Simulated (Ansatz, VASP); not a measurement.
**TiO2 in VASP and in Ansatz**

The input INCAR:

```
PREC = Accurate
ENCUT = 520
EDIFF = 1E-6
ISMEAR = 0
SIGMA = 0.05
LREAL = False
LASPH = True
NELM = 150
ALGO = Normal
ISIF = 2
LWAVE = False
LCHARG = False
LMAXMIX = 4
LDAU = True
LDAUTYPE = 2
LDAUL = 2 -1
LDAUU = 4 0
LDAUJ = 0 0
LDAUPRINT = 1
GGA = PE
NBANDS = 33
```

The input KPOINTS:

```
Automatic mesh
0
Gamma
  8 8 8
```

POSCAR

```
TiO2
1.0
   -1.9530452893      1.9530452893      4.6701218957
    1.9530452893     -1.9530452893      4.6701218957
    1.9530452893      1.9530452893     -4.6701218957
Ti O
2 4
Direct
    0.0000000000      0.0000000000      0.0000000000
    0.7500000000      0.2500000000      0.5000000000
    0.2154529329      0.2154529329      0.0000000000
    0.9654529329      0.4654529329      0.5000000000
    0.5345470671      0.0345470671      0.5000000000
    0.7845470671      0.7845470671      0.0000000000
```

Input for Ansatz:

```yaml
crystal:
  lattice:
    - [-1.9530452893, 1.9530452893, 4.6701218957]
    - [1.9530452893, -1.9530452893, 4.6701218957]
    - [1.9530452893, 1.9530452893, -4.6701218957]
  atoms:
    - { symbol: Ti, position: [0.0, 0.0, 0.0] }
    - { symbol: Ti, position: [0.75, 0.25, 0.5] }
    - { symbol: O, position: [0.2154529329, 0.2154529329, 0.0] }
    - { symbol: O, position: [0.9654529329, 0.4654529329, 0.5] }
    - { symbol: O, position: [0.5345470671, 0.0345470671, 0.5] }
    - { symbol: O, position: [0.7845470671, 0.7845470671, 0.0] }
basis:
  ecutwfc: 520.0
kpoints:
  mp_grid: { grid: [8, 8, 8] }
hamiltonian:
  xc: pbe
  pseudopotentials: { kind: paw, azcp: { folder: soft_1 } }
  hubbard: { sites: [{ species: Ti, l: d, u_eff: 4.0 }] }
scf:
  occupations: { method: gaussian, width: 0.05 }
output:
  forces: true
  stress: true
  eigenvalues: true
```

Alike in both runs: task single point; functional PBE; k mesh 8 × 8 × 8; occupations gaussian, width 0.05 eV; no spin polarisation; Hubbard terms Ti d U = 4.0 eV.

```csv
,VASP,Ansatz
version,VASP 6.6.1,Ansatz 0.2.0
potentials or method,"VASP PAW PBE potentials, release 64 (Ti_sv, O), cutoff 520 eV","scalar-relativistic, plane waves, PAW"
valence electrons in the cell,48,48
```

Ansatz gave:

- gap on the k mesh at the Fermi level (eV): 2.28
- least direct gap on the mesh (eV): 2.77
- pressure (GPa): -4.5
- traceless stress, the component that is largest in VASP (GPa): 1.23
- rms of the force components (eV/Å): 0.292

Task: What did VASP give for the same quantities?

Result: gap on the k mesh at the Fermi level (eV): 2.30; least direct gap on the mesh (eV): 2.81; pressure (GPa): -0.6; traceless stress, the component that is largest in VASP (GPa): 0.86; rms of the force components (eV/Å): 0.208.

The programs project onto different local orbitals, so the same U acts differently, and such runs can settle in different states. Atom by atom the forces differ by 0.084 eV/Å (rms over components).
